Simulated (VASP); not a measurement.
# N in VASP: notebook, part 2 of 3

VASP 6.6.1. The steps go on from the part before.

### 3 Electric field gradients, PBEsol (equal xy, yz and zx shear strains of +1 %)

Input file INCAR:

```
ALGO = Normal
EDIFF = 1E-8
ENCUT = 520
GGA = PS
ISIF = 2
ISMEAR = -1
LASPH = T
LCHARG = F
LEFG = T
LREAL = F
LWAVE = F
NBANDS = 18
NELM = 100
PREC = Accurate
SIGMA = 0.02
```

Input file KPOINTS:

```
k-points
0
Gamma
  4 4 4
```

Input file POSCAR:

```
N
1.0
    5.6490000000      0.0282450000      0.0282450000
    0.0282450000      5.6490000000      0.0282450000
    0.0282450000      0.0282450000      5.6490000000
N
4
Direct
    0.0300000000      0.0300000000      0.0300000000
    0.4700000000      0.9700000000      0.5300000000
    0.5300000000      0.4700000000      0.9700000000
    0.9700000000      0.5300000000      0.4700000000
```

Potentials or basis: VASP PAW PBE potentials, release 64 (N).

The run is started by

```sh
cat potpaw_PBE.64/N/POTCAR > POTCAR
mpirun -np 1 vasp_std > vasp.out
```

OUTCAR:

```text
EDIFF = 1E-8
   ENCUT = 520
   GGA = PS
   ISIF = 2
   ISMEAR = -1
   LASPH = T
   LREAL = F
   NELM = 100
   PREC = Accurate

 ion  position               nearest neighbor table
   1  0.030  0.030  0.030-
   2  0.470  0.970  0.530-
   3  0.530  0.470  0.970-
   4  0.970  0.530  0.470-

  LATTYP: Found a trigonal (rhomboedric) cell.
 ALAT       =     5.6491412232
 COS(alpha) =     0.0100244988

  Lattice vectors:

 A1 = (   5.6490000000,   0.0282450000,   0.0282450000)
 A2 = (   0.0282450000,   5.6490000000,   0.0282450000)
 A3 = (   0.0282450000,   0.0282450000,   5.6490000000)

Analysis of symmetry for initial positions (statically):
=====================================================================
 Subroutine PRICEL returns:
 Original cell was already a primitive cell.

 Routine SETGRP: Setting up the symmetry group for a
 trigonal (rhombohedral) supercell.

[... 479 lines left out ...]
 -----------------------------------------------------------------------------------
      0.17116      0.17116      0.17116         0.215444      0.215444      0.215444
      2.69740      5.50777      3.03464        -0.212405     -0.240456      0.237417
      3.03464      2.69740      5.50777         0.237417     -0.212405     -0.240456
      5.50777      3.03464      2.69740        -0.240456      0.237417     -0.212405
 -----------------------------------------------------------------------------------
    total drift:                                0.000001      0.000001      0.000001

  FREE ENERGIE OF THE ION-ELECTRON SYSTEM (eV)
  ---------------------------------------------------
  free  energy   TOTEN  =        -2.5602893059 eV

  energy  without entropy=       -2.5215249394  energy(sigma->0) =       -2.54090712

 Electric field gradients (V/A^2)
---------------------------------------------------------------------
 ion       V_xx      V_yy      V_zz      V_xy      V_xz      V_yz
---------------------------------------------------------------------
   1       0.000     0.000    -0.000    -3.279    -3.279    -3.279
   2      -0.313     0.475    -0.162    -3.850     2.758     2.269
   3      -0.162    -0.313     0.475     2.758     2.269    -3.850
   4       0.475    -0.162    -0.313     2.269    -3.850     2.758
---------------------------------------------------------------------

 Electric field gradients after diagonalization (V/A^2)
 (convention: |V_zz| > |V_xx| > |V_yy|)
----------------------------------------------------------------------
 ion       V_xx      V_yy      V_zz     asymmetry (V_yy - V_xx)/ V_zz
----------------------------------------------------------------------
   1       3.279     3.279    -6.558       0.000
   2       3.962     2.017    -5.978       0.325
   3       3.962     2.017    -5.978       0.325
   4       3.962     2.017    -5.978       0.325
----------------------------------------------------------------------

           NMR quadrupolar parameters

 Cq : quadrupolar parameter    Cq=e*Q*V_zz/h
 eta: asymmetry parameters     (V_yy - V_xx)/ V_zz
 Q  : nuclear electric quadrupole moment in mb (millibarn)
----------------------------------------------------------------------
 ion       Cq(MHz)       eta       Q (mb)
----------------------------------------------------------------------
   1      -0.016       0.000       1.000
   2      -0.014       0.325       1.000
   3      -0.014       0.325       1.000
   4      -0.014       0.325       1.000
----------------------------------------------------------------------
```

It took 75 s on 1 thread of AMD EPYC 7R13, shared host; peak memory 0.22 GiB.

Results:

| Quantity | Value |
| --- | --- |
| Free energy | -2.5603 eV |
| Pressure | -4.1 GPa |
| Largest force | 0.399 eV/Å |
| Band gap on the k mesh | zero (band 10 reaches -5.30 eV, above the bottom of band 11 at -5.46 eV) |

Forces in eV/Å, atoms in the order of the input:
```
N    0.215  0.215  0.215
N   -0.212 -0.240  0.237
N    0.237 -0.212 -0.240
N   -0.240  0.237 -0.212
```

Stress tensor (GPa, compression positive):
```
-4.15  0.08  0.08
 0.08 -4.15  0.08
 0.08  0.08 -4.15
```

Electric field gradients, principal values (V/Å²):
```
atom  least  middle  greatest (by size)
 1 N  3.279   3.279              -6.558
 2 N  2.017   3.962              -5.978
 3 N  2.017   3.962              -5.978
 4 N  2.017   3.962              -5.978
```

Caveat: the cell differs from its parent crystal (equal xy, yz and zx shear strains of +1 %); without QUAD_EFG the Cq values of the log hold for a quadrupole moment of 1 mb, not for the nuclei; the PAW data sets were made with another functional, which shifts forces and pressure a little.

### 4 Electric field gradients, PBEsol (equal xx and yy strain of -2 %)

Input file INCAR:

```
  PREC = Accurate
  ENCUT = 520
  EDIFF = 1E-8
  ISMEAR = -1
  SIGMA = 0.02
  LREAL = F
  LASPH = T
  NELM = 100
  ALGO = Normal
  ISIF = 2
  LWAVE = F
  LCHARG = F
  GGA = PS
  LEFG = T
  NBANDS = 18
```

Input file KPOINTS:

```
regular mesh
0
Gamma
  4 4 4
```

Input file POSCAR:

```
N
1.0
    5.5360200000      0.0000000000      0.0000000000
    0.0000000000      5.5360200000      0.0000000000
    0.0000000000      0.0000000000      5.6490000000
N
4
Direct
    0.0300000000      0.0300000000      0.0300000000
    0.4700000000      0.9700000000      0.5300000000
    0.5300000000      0.4700000000      0.9700000000
    0.9700000000      0.5300000000      0.4700000000
```

Potentials or basis: VASP PAW PBE potentials, release 64 (N).

The run is started by

```sh
cat potpaw_PBE.64/N/POTCAR > POTCAR
mpirun -np 1 vasp_std > vasp.out
```

OUTCAR:

```text
PREC = Accurate
   ENCUT = 520
   EDIFF = 1E-8
   ISMEAR = -1
   LREAL = F
   LASPH = T
   NELM = 100
   ISIF = 2
   GGA = PS

 ion  position               nearest neighbor table
   1  0.030  0.030  0.030-
   2  0.470  0.970  0.530-
   3  0.530  0.470  0.970-
   4  0.970  0.530  0.470-

  LATTYP: Found a simple tetragonal cell.
 ALAT       =     5.5360200000
 C/A-ratio  =     1.0204081633

  Lattice vectors:

 A1 = (   5.5360200000,   0.0000000000,   0.0000000000)
 A2 = (   0.0000000000,   5.5360200000,   0.0000000000)
 A3 = (   0.0000000000,   0.0000000000,   5.6490000000)

Analysis of symmetry for initial positions (statically):
=====================================================================
 Subroutine PRICEL returns:
 Original cell was already a primitive cell.

 Routine SETGRP: Setting up the symmetry group for a
 simple tetragonal supercell.

 Subroutine GETGRP returns: Found  4 space group operations
 (whereof  1 operations were pure point group operations)
 out of a pool of 16 trial point group operations.

The static configuration has the point symmetry C_1 .
 The point group associated with its full space group is D_2 .

Analysis of symmetry for dynamics (positions and initial velocities):
=====================================================================
 Subroutine PRICEL returns:
 Original cell was already a primitive cell.

 Routine SETGRP: Setting up the symmetry group for a
 simple tetragonal supercell.

 Subroutine GETGRP returns: Found  4 space group operations
 (whereof  1 operations were pure point group operations)
 out of a pool of 16 trial point group operations.

The dynamic configuration has the point symmetry C_1 .
 The point group associated with its full space group is D_2 .

 Subroutine INISYM returns: Found  4 space group operations
 (whereof  1 operations are pure point group operations),
 and found     1 'primitive' translations

----------------------------------------------------------------------------------------

                                     Primitive cell

  volume of cell :     173.1278

  direct lattice vectors                    reciprocal lattice vectors
     5.536020000  0.000000000  0.000000000     0.180635186  0.000000000  0.000000000
     0.000000000  5.536020000  0.000000000     0.000000000  0.180635186  0.000000000
     0.000000000  0.000000000  5.649000000     0.000000000  0.000000000  0.177022482

  length of vectors
     5.536020000  5.536020000  5.649000000     0.180635186  0.180635186  0.177022482

  position of ions in fractional coordinates (direct lattice)
     0.030000000  0.030000000  0.030000000
     0.470000000  0.970000000  0.530000000
     0.530000000  0.470000000  0.970000000
     0.970000000  0.530000000  0.470000000

  ion indices of the primitive-cell ions
   primitive index   ion index
                 1           1
                 2           2
                 3           3
                 4           4

[... 81 lines left out ...]
   PSTRESS=    0.0 pullay stress
   NELECT =      20.0000    total number of electrons
   NUPDOWN=      -1.0000    fix difference up-down
   EMIN   =  10.00;   EMAX   =-10.00  energy-range for DOS
   EFERMI =   0.00;   METHOD = LEGACY
   ISMEAR =    -1;   SIGMA  =   0.02  broadening in eV -4-tet -1-fermi 0-gaus
   EFERMI_NEDOS =   21; number of points for ismear=-14 and -15
   IALGO  =     38    algorithm
   IMIX   =      4    mixing-type and parameters
     AMIX     =   0.40;   BMIX     =  1.00
     AMIX_MAG =   1.60;   BMIX_MAG =  1.00
  volume/ion in A,a.u.               =      43.28       292.08
  Fermi-wavevector in a.u.,A,eV,Ry     =   0.797314  1.506704  8.649347  0.635709
  Thomas-Fermi vector in A             =   1.904007
   LORBIT       =      0    0 simple, 1 ext, 2 COOP (PROOUT), +10 PAW based schemes
   GGA     = PS    functional components
   LHFCALC =     F    Hartree Fock is set to
   AEXX    =    0.0000 exact exchange contribution
   IVDW    =     0    specifies the selected vdW correction
   LEPSILON=     F    determine dielectric tensor
   LRPA    =     F    only Hartree local field effects (RPA)
 non-spin polarized calculation
  energy-cutoff  :      520.00
  volume of cell :      173.13
 maximum number of plane-waves:      4712
 NGX is ok and might be reduce to    42
   NGX = 21   NGY = 21   NGZ = 21

 number of electron      20.0000006 magnetization

 Free energy of the ion-electron system (eV)
  ---------------------------------------------------
  ext. energy  EPLUGINS =         0.00000000
  ---------------------------------------------------
  free energy    TOTEN  =        -2.75201274 eV

  energy without entropy =       -2.71606296  energy(sigma->0) =       -2.73403785

 E-fermi :  -5.3827     XC(G=0):  -5.2285

 val. band max:       -5.3833125899   @ k =   0.0000   0.0000   0.0000
 cond. band min:      -5.3795217788   @ k =   0.0000   0.5000   0.5000
 fundamental gap:      0.0037908110
 Fermi energy:        -5.3827039223

 k-point     1 :       0.0000    0.0000    0.0000
  band No.  band energies     occupation
      1     -17.0739      2.00000
      2     -16.8559      2.00000
      3     -16.8461      2.00000
      4     -16.8448      2.00000
      5      -5.8991      2.00000
      6      -5.8874      2.00000
[... 481 lines left out ...]
      5      -5.8821      2.00000
      6      -5.8821      2.00000
[... 10 lines left out ...]
     17       3.1029      0.00000
     18       3.1029      0.00000

 [... further k-points ...]
[... 5 lines left out ...]
  --------------------------------------------------------------------------------------
  -------------------------------------------------------------------------------------
  Total       -5.0232647     -5.0156452     -4.8067415      0.0000000      0.0000000      0.0000000
  in kB      -46.4868126    -46.4162997    -44.4830415      0.0000000      0.0000000      0.0000000
  external PRESSURE =     -45.7953846 kB  Pullay stress =       0.0000000 kB

 VOLUME and BASIS-vectors are now :
 -----------------------------------------------------------------------------
  energy-cutoff  :      520.00
  volume of cell :      173.13
      direct lattice vectors                 reciprocal lattice vectors
     5.536020000  0.000000000  0.000000000     0.180635186  0.000000000  0.000000000
     0.000000000  5.536020000  0.000000000     0.000000000  0.180635186  0.000000000
     0.000000000  0.000000000  5.649000000     0.000000000  0.000000000  0.177022482

 POSITION                                       TOTAL-FORCE (eV/Angst)
 -----------------------------------------------------------------------------------
      0.16608      0.16608      0.16947         0.224180      0.274934      0.228143
      2.60193      5.36994      2.99397        -0.224180     -0.274934      0.228143
      2.93409      2.60193      5.47953         0.224180     -0.274934     -0.228143
      5.36994      2.93409      2.65503        -0.224180      0.274934     -0.228143
 -----------------------------------------------------------------------------------
    total drift:                                0.000000      0.000000      0.000000

  FREE ENERGIE OF THE ION-ELECTRON SYSTEM (eV)
  ---------------------------------------------------
  free  energy   TOTEN  =        -2.7520127403 eV

  energy  without entropy=       -2.7160629608  energy(sigma->0) =       -2.73403785

 Electric field gradients (V/A^2)
---------------------------------------------------------------------
 ion       V_xx      V_yy      V_zz      V_xy      V_xz      V_yz
---------------------------------------------------------------------
   1       0.171    -0.203     0.032    -3.145    -3.391    -3.103
   2       0.171    -0.203     0.032    -3.145     3.391     3.103
   3       0.171    -0.203     0.032     3.145     3.391    -3.103
   4       0.171    -0.203     0.032     3.145    -3.391     3.103
---------------------------------------------------------------------

 Electric field gradients after diagonalization (V/A^2)
 (convention: |V_zz| > |V_xx| > |V_yy|)
----------------------------------------------------------------------
 ion       V_xx      V_yy      V_zz     asymmetry (V_yy - V_xx)/ V_zz
----------------------------------------------------------------------
   1       3.500     2.926    -6.426       0.089
   2       3.500     2.926    -6.426       0.089
   3       3.500     2.926    -6.426       0.089
   4       3.500     2.926    -6.426       0.089
----------------------------------------------------------------------

           NMR quadrupolar parameters

 Cq : quadrupolar parameter    Cq=e*Q*V_zz/h
 eta: asymmetry parameters     (V_yy - V_xx)/ V_zz
 Q  : nuclear electric quadrupole moment in mb (millibarn)
----------------------------------------------------------------------
 ion       Cq(MHz)       eta       Q (mb)
----------------------------------------------------------------------
   1      -0.016       0.089       1.000
   2      -0.016       0.089       1.000
   3      -0.016       0.089       1.000
   4      -0.016       0.089       1.000
----------------------------------------------------------------------
```

Wall time 2 min (1 thread of AMD EPYC 7R13, shared host); peak memory 0.24 GiB.

Results:

| Item | Value |
| --- | --- |
| Free energy | -2.7520 eV |
| Pressure | -4.6 GPa |
| Largest force | 0.422 eV/Å |
| Band gap on the k mesh | zero (band 10 reaches -5.22 eV, above the bottom of band 11 at -5.39 eV) |

Forces in eV/Å, atoms in the order of the input:
```
N    0.224  0.275  0.228
N   -0.224 -0.275  0.228
N    0.224 -0.275 -0.228
N   -0.224  0.275 -0.228
```

Stress tensor (GPa, compression positive):
```
-4.65  0.00  0.00
 0.00 -4.64  0.00
 0.00  0.00 -4.45
```

Electric field gradients, principal values (V/Å²):
```
atom  least  middle  greatest (by size)
 1 N  2.926   3.500              -6.426
 2 N  2.926   3.500              -6.426
 3 N  2.926   3.500              -6.426
 4 N  2.926   3.500              -6.426
```

Caveat: the cell differs from its parent crystal (equal xx and yy strain of -2 %); without QUAD_EFG the Cq values of the log hold for a quadrupole moment of 1 mb, not for the nuclei; the PAW data sets were made with another functional, which shifts forces and pressure a little.

(Part 2 of 3 ends here.)
